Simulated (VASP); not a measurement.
Write the native input for VASP 6.6.1 that does the following.

```
Task                   : single point
Functional             : PBE
Potentials or basis    : VASP PAW PBE potentials, release 64 (N, O, Zr_sv, Sn_d)
Cutoff                 : 520 eV
k mesh                 : 2 × 2 × 2, shifted
Occupations            : gaussian, width 0.1 eV
Spin                   : no spin polarisation
Dipole correction      : no
Further INCAR settings : LREAL = Auto; ALGO = Normal; EDIFF = 1e-06; NBANDS = 125; ISYM = 0
```

The structure of Zr5SnN3O3 lies in POSCAR:

```
Zr5SnN3O3
1.0
    5.2919954378      3.0607037422     -0.1896520623
   -0.1304898732      5.9926566059      5.5823562046
    5.1394768419     -3.1512997536      5.6272226337
N O Zr Sn
6 6 10 2
Direct
    0.4114039060      0.5962521508      0.9257075059
    0.9049478059      0.7674666381      0.0955985883
    0.8257211835      0.2379782999      0.8756388061
    0.4084077390      0.5986440725      0.2634547786
    0.4579647683      0.9255080315      0.9276354623
    0.3374725870      0.3681485041      0.7392194657
    0.9030673781      0.4392873857      0.0898088606
    0.8966583325      0.5543027574      0.7075073552
    1.0104988006      0.0695987024      0.1375134744
    0.5262184912      0.6240464517      0.5568094115
    0.3775966255      0.2240507937      0.0702017729
    0.9752856451      0.4289968614      0.4081604343
    0.2015283984      0.1647051821      0.8704889434
    0.2433161172      0.4822329701      0.5060225835
    0.2243628419      0.7999711605      0.1164081567
    0.7097554569      0.3660466802      0.6624429881
    0.7182169294      0.6239571231      0.2959536460
    0.7242220184      0.0028221139      0.9820909081
    0.0986841378      0.1989834630      0.2873976199
    0.0846331414      0.5944420219      0.8805271919
    0.5744035916      0.3946859170      0.0791952962
    0.5920533277      0.7731924072      0.7213447917
    0.0167835971      0.9493933904      0.5995459748
    0.5051913729      0.0829575763      0.4621351241
```

The input as run:

INCAR

```
SYSTEM = Zr5SnN3O3
  ALGO = Normal
  EDIFF = 1E-6
  ENCUT = 520
  GGA = PE
  ISIF = 2
  ISMEAR = 0
  ISYM = 0
  LASPH = .TRUE.
  LCHARG = .TRUE.
  LELF = .TRUE.
  LREAL = Auto
  LVHAR = .TRUE.
  LWAVE = .FALSE.
  NBANDS = 125
  NELM = 100
  PREC = Accurate
  SIGMA = 0.1
```

KPOINTS

```
Automatic mesh
0
Gamma
  2 2 2
  0.5 0.5 0.5
```

Potentials or basis: VASP PAW PBE potentials, release 64 (N, O, Zr_sv, Sn_d).

Run with:

```bash
$ cat potpaw_PBE.64/N/POTCAR potpaw_PBE.64/O/POTCAR potpaw_PBE.64/Zr_sv/POTCAR potpaw_PBE.64/Sn_d/POTCAR > POTCAR
$ mpirun -np 1 vasp_std > vasp.out
```

Results of the run:

* Pressure: 0.2 GPa
* Largest force: 0.044 eV/Å
* Band gap on the k mesh: 0.36 eV

Caveat: the k points lie up to 0.57 Å⁻¹ apart; spin-orbit coupling is left out, which moves the levels of the heavy elements; a shifted mesh leaves out Γ, where band edges can lie.

Wall time 4.8 min on 1 thread of Intel(R) Xeon(R) Platinum 8375C CPU @ 2.90GHz (Ice Lake) (shared host), peak memory 0.53 GiB.
